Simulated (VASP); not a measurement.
**CdSb2O4: single point with PBE**

Crystal: CdSb2O4.

```xyz
7
Lattice="0.0158 -3.4266 -0.0056 -5.5958 1.7393 0.0082 2.6855 -0.0228 -6.2464" Properties=species:S:1:pos:R:3 pbc="T T T"
Cd   -4.2373   -1.6986   -3.1206
Sb   -1.7890    0.0249   -1.4573
Sb   -1.1058   -1.7349   -4.7860
O     0.0916   -0.0085   -5.1229
O    -0.2520   -1.7250   -2.9614
O    -2.9864   -1.7016   -1.1213
O    -2.6420    0.0148   -3.2825
```

```yaml
Program: VASP 6.6.1
Task: single point
Functional: PBE
Potentials_or_basis: VASP PAW PBE potentials, release 64 (Cd, Sb, O)
Cutoff: 520 eV
k_mesh: 4 × 4 × 2
Occupations: gaussian, width 0.1 eV
Spin: no spin polarisation
Dipole_correction: no
Further_INCAR_settings: ALGO = Normal; EDIFF = 1e-06; NBANDS = 32
```

```json
{
 "Pressure": "0.1 GPa",
 "Largest force": "0.063 eV/Å",
 "Band gap on the k mesh": "2.10 eV"
}
```

Forces in eV/Å, atoms in the order of the input:
```
Cd   0.000  0.000 -0.001
Sb   0.031  0.000  0.017
Sb  -0.031  0.000 -0.018
O   -0.026 -0.001 -0.023
O   -0.057 -0.004  0.026
O    0.026  0.001  0.024
O    0.058  0.005 -0.025
```

Stress tensor (GPa, compression positive):
```
 0.29  0.07  0.17
 0.07 -0.14 -0.02
 0.17 -0.02  0.04
```

Levels at points of the mesh, in eV from the valence-band top:
| k point | band 21 | band 22 | band 23 | band 24 | band 25 | band 26 |
| --- | --- | --- | --- | --- | --- | --- |
| (0.00, 0.00, 0.00) | -1.19 | -1.11 | -0.17 | 3.15 | 3.60 | 4.05 |
| (0.50, 0.00, 0.00) | -0.81 | -0.47 | -0.45 | 3.41 | 4.05 | 4.87 |
| (0.00, 0.50, 0.00) | -0.94 | -0.58 | -0.09 | 2.44 | 3.47 | 4.39 |
| (0.50, 0.50, 0.00) | -0.81 | -0.47 | -0.46 | 3.38 | 4.07 | 4.87 |
| (0.00, 0.00, 0.50) | -1.14 | -0.52 | -0.38 | 2.60 | 2.81 | 4.32 |
| (0.50, 0.00, 0.50) | -1.16 | -0.89 | -0.76 | 3.53 | 3.57 | 5.22 |
| (0.00, 0.50, 0.50) | -0.59 | -0.38 | 0.00 | 2.10 | 3.22 | 3.87 |
| (0.50, 0.50, 0.50) | -1.15 | -0.90 | -0.76 | 3.52 | 3.53 | 5.23 |

It took 47 s on 1 thread of Intel(R) Xeon(R) 6975P-C (Granite Rapids), with other jobs on the host, peak memory 0.28 GiB.

Caveat: the k points lie up to 0.48 Å⁻¹ apart; spin-orbit coupling is left out, which moves the levels of the heavy elements. A k mesh can miss the band edges.
